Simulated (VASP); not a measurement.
# C (Fd-3m) in VASP: single point with PBEsol

Aim: the single point of C with PBEsol.

Program: VASP 6.6.1. These are calculated values, not measurements. Logs are shortened: lines on timing, memory, paths and dates and some standing lists are left out, and cuts for length are marked.

**1. The cell of the first run**

It takes space group Fd-3m (No. 227, cubic). Conventional cell: a = 3.554 Å, b = 3.554 Å, c = 3.554 Å, α = 90.00°, β = 90.00°, γ = 90.00°. Within 2.1 Å of C (site symmetry -43m) lie 4 C at 1.54 Å.

**2. Single point, PBEsol**

INCAR

```
SYSTEM = C
ALGO = Normal ; EDIFF = 1E-6
ENCUT = 600 ; GGA = PS
GGA_COMPAT = .False. ; ISIF = 2
ISMEAR = 0 ; LASPH = .True.
LCHARG = .False. ; LREAL = .False.
LWAVE = .False. ; NBANDS = 11
NELM = 120 ; PREC = Accurate
SIGMA = 0.02
```

KPOINTS

```
k-points
0
Gamma
  12 12 12
  0 0 0
```

POSCAR

```
C
1.0
    0.0000000000      1.7768347253      1.7768347253
    1.7768347253      0.0000000000      1.7768347253
    1.7768347253      1.7768347253      0.0000000000
C
2
Direct
    0.0000000000      0.0000000000      0.0000000000
    0.2500000000      0.2500000000      0.2500000000
```

Potentials or basis: VASP PAW PBE potentials, release 64 (C).

The run is started by

```sh
> cat potpaw_PBE.64/C/POTCAR > POTCAR
> mpirun -np 1 vasp_std > vasp.out
```

OUTCAR:

```text
SYSTEM = C
   EDIFF = 1E-6
   ENCUT = 600
   GGA = PS
   ISIF = 2
   ISMEAR = 0
   LASPH = .True.
   LREAL = .False.
   NELM = 120
   PREC = Accurate

 ion  position               nearest neighbor table
   1  0.000  0.000  0.000-   2 1.54   2 1.54   2 1.54   2 1.54
   2  0.250  0.250  0.250-   1 1.54   1 1.54   1 1.54   1 1.54

  LATTYP: Found a face centered cubic cell.
 ALAT       =     3.5536694506

  Lattice vectors:

 A1 = (   0.0000000000,   1.7768347253,   1.7768347253)
 A2 = (   1.7768347253,   0.0000000000,   1.7768347253)
 A3 = (   1.7768347253,   1.7768347253,   0.0000000000)

Analysis of symmetry for initial positions (statically):
=====================================================================
 Subroutine PRICEL returns:
 Original cell was already a primitive cell.

 Routine SETGRP: Setting up the symmetry group for a
 face centered cubic supercell.

 Subroutine GETGRP returns: Found 48 space group operations
 (whereof 24 operations were pure point group operations)
 out of a pool of 48 trial point group operations.

The static configuration has the point symmetry T_d .
 The point group associated with its full space group is O_h .

Analysis of symmetry for dynamics (positions and initial velocities):
=====================================================================
 Subroutine PRICEL returns:
 Original cell was already a primitive cell.

 Routine SETGRP: Setting up the symmetry group for a
 face centered cubic supercell.

 Subroutine GETGRP returns: Found 48 space group operations
 (whereof 24 operations were pure point group operations)
 out of a pool of 48 trial point group operations.

The dynamic configuration has the point symmetry T_d .
 The point group associated with its full space group is O_h .

 Subroutine INISYM returns: Found 48 space group operations
 (whereof 24 operations are pure point group operations),
 and found     1 'primitive' translations

----------------------------------------------------------------------------------------

                                     Primitive cell

  volume of cell :      11.2194

  direct lattice vectors                    reciprocal lattice vectors
     0.000000000  1.776834725  1.776834725    -0.281399273  0.281399273  0.281399273
     1.776834725  0.000000000  1.776834725     0.281399273 -0.281399273  0.281399273
[... 91 lines left out ...]
   ISIF   =      2    stress and relaxation
   ISYM   =      2    0-nonsym 1-usesym 2-fastsym
   POTIM  = 0.5000    time-step for ionic-motion
   TEBEG  =    0.0;   TEEND  =   0.0 temperature during run
   PSTRESS=    0.0 pullay stress
   NELECT =       8.0000    total number of electrons
   NUPDOWN=      -1.0000    fix difference up-down
   EMIN   =  10.00;   EMAX   =-10.00  energy-range for DOS
   EFERMI =   0.00;   METHOD = LEGACY
   ISMEAR =     0;   SIGMA  =   0.02  broadening in eV -4-tet -1-fermi 0-gaus
   EFERMI_NEDOS =   21; number of points for ismear=-14 and -15
   IALGO  =     38    algorithm
   IMIX   =      4    mixing-type and parameters
     AMIX     =   0.40;   BMIX     =  1.00
     AMIX_MAG =   1.60;   BMIX_MAG =  1.00
  volume/ion in A,a.u.               =       5.61        37.86
  Fermi-wavevector in a.u.,A,eV,Ry     =   1.462563  2.763843 29.104077  2.139089
  Thomas-Fermi vector in A             =   2.578761
   LORBIT       =      0    0 simple, 1 ext, 2 COOP (PROOUT), +10 PAW based schemes
   GGA     = PS    functional components
   LHFCALC =     F    Hartree Fock is set to
   AEXX    =    0.0000 exact exchange contribution
   IVDW    =     0    specifies the selected vdW correction
   LEPSILON=     F    determine dielectric tensor
   LRPA    =     F    only Hartree local field effects (RPA)
 non-spin polarized calculation
 Gauss-broadening in eV      SIGMA  =   0.02
  energy-cutoff  :      600.00
  volume of cell :       11.22
 maximum number of plane-waves:       388
   NGX =  9   NGY =  9   NGZ =  9

 number of electron       7.9999999 magnetization

 Free energy of the ion-electron system (eV)
  ---------------------------------------------------
  ext. energy  EPLUGINS =         0.00000000
  ---------------------------------------------------
  free energy    TOTEN  =       -19.25424289 eV

  energy without entropy =      -19.25424289  energy(sigma->0) =      -19.25424289

 E-fermi :  10.0313     XC(G=0): -13.4872

 val. band max:        9.8679790070   @ k =   0.0000   0.0000   0.0000
 cond. band min:      13.9292482433   @ k =   0.3333   0.3333   0.0000
 fundamental gap:      4.0612692363
 Fermi energy:        10.0313202784

 k-point     1 :       0.0000    0.0000    0.0000
  band No.  band energies     occupation
      1     -11.8019      2.00000
      2       9.8680      2.00000
      3       9.8680      2.00000
      4       9.8680      2.00000
      5      15.4377      0.00000
      6      15.4377      0.00000
      7      15.4377      0.00000
      8      23.4879      0.00000
      9      28.9688      0.00000
     10      36.4591      0.00000
     11      36.4591      0.00000
[... 309 lines left out ...]
 k-point    24 :      -0.4167    0.1667    0.0000
  band No.  band energies     occupation
      1      -5.5097      2.00000
      2      -2.8458      2.00000
      3       4.3212      2.00000
      4       6.2223      2.00000
      5      17.3369      0.00000
      6      20.1110      0.00000
      7      21.1890      0.00000
      8      25.3341      0.00000
      9      29.2185      0.00000
     10      34.0075      0.00000
     11      34.4697      0.00000

 [... further k-points ...]

------------------------ aborting loop because EDIFF is reached ----------------------------------------

  FORCE on cell =-STRESS in cart. coord.  units (eV):
  Direction    XX          YY          ZZ          XY          YZ          ZX
  --------------------------------------------------------------------------------------
  -------------------------------------------------------------------------------------
  Total        0.0344561      0.0344561      0.0344561      0.0000000     -0.0000000      0.0000000
  in kB        4.9204609      4.9204609      4.9204609      0.0000000     -0.0000000      0.0000000
  external PRESSURE =       4.9204609 kB  Pullay stress =       0.0000000 kB

 VOLUME and BASIS-vectors are now :
 -----------------------------------------------------------------------------
  energy-cutoff  :      600.00
  volume of cell :       11.22
      direct lattice vectors                 reciprocal lattice vectors
     0.000000000  1.776834725  1.776834725    -0.281399273  0.281399273  0.281399273
     1.776834725  0.000000000  1.776834725     0.281399273 -0.281399273  0.281399273
     1.776834725  1.776834725  0.000000000     0.281399273  0.281399273 -0.281399273

 POSITION                                       TOTAL-FORCE (eV/Angst)
 -----------------------------------------------------------------------------------
      0.00000      0.00000      0.00000         0.000000     -0.000000      0.000000
      0.88842      0.88842      0.88842        -0.000000      0.000000      0.000000
 -----------------------------------------------------------------------------------
    total drift:                                0.000000      0.000000      0.000000

  FREE ENERGIE OF THE ION-ELECTRON SYSTEM (eV)
  ---------------------------------------------------
  free  energy   TOTEN  =       -19.2542428856 eV

  energy  without entropy=      -19.2542428856  energy(sigma->0) =      -19.25424289
```

OSZICAR:

```text
N       E                     dE             d eps       ncg     rms          rms(c)
DAV:   1     0.165248011459E+01    0.16525E+01   -0.54285E+03  1600   0.821E+02
DAV:   2    -0.195253753703E+02   -0.21178E+02   -0.20595E+02  2069   0.132E+02
DAV:   3    -0.199372662463E+02   -0.41189E+00   -0.41098E+00  1874   0.146E+01
DAV:   4    -0.199379080012E+02   -0.64175E-03   -0.64174E-03  1703   0.710E-01
DAV:   5    -0.199379087566E+02   -0.75541E-06   -0.75538E-06  1813   0.231E-02    0.564E+00
DAV:   6    -0.194303974900E+02    0.50751E+00   -0.26014E-01  1620   0.354E+00    0.332E+00
DAV:   7    -0.192536366359E+02    0.17676E+00   -0.31219E-01  1722   0.392E+00    0.696E-01
DAV:   8    -0.192542170693E+02   -0.58043E-03   -0.77168E-03  1647   0.694E-01    0.296E-02
DAV:   9    -0.192542347439E+02   -0.17675E-04   -0.15372E-05  1887   0.359E-02    0.215E-02
DAV:  10    -0.192542430340E+02   -0.82901E-05   -0.35098E-06  1704   0.165E-02    0.444E-03
DAV:  11    -0.192542428856E+02    0.14841E-06   -0.90982E-08   946   0.266E-03
   1 F= -.19254243E+02 E0= -.19254243E+02  d E =-.210855E-33
```

stdout:

```text
POSCAR found type information on POSCAR C
 POSCAR found :  1 types and       2 ions
 scaLAPACK will be used
 -----------------------------------------------------------------------------
|                                                                             |
|                                                                             |
|     You enforced a specific xc type in the INCAR file but a different       |
|     I HOPE YOU KNOW WHAT YOU ARE DOING!                                     |
|                                                                             |
 -----------------------------------------------------------------------------

 LDA part: xc-table for (Slater+PW92), standard interpolation
 POSCAR, INCAR and KPOINTS ok, starting setup
 FFT: planning ... GRIDC
 FFT: planning ... GRID_SOFT
 FFT: planning ... GRID
 WAVECAR not read
 entering main loop
```

It took 6.4 s on 1 thread of Intel Xeon Platinum 8488C (Sapphire Rapids), shared host; peak memory 0.12 GiB.

Results:

```yaml
Free_energy: -19.2542 eV
Pressure: 0.5 GPa
Band_gap_on_the_k_mesh: 4.06 eV, indirect (least direct gap 5.57 eV)
```

Caveat: the PAW data sets were made with another functional, which shifts forces and pressure a little. A k mesh can miss the band edges.
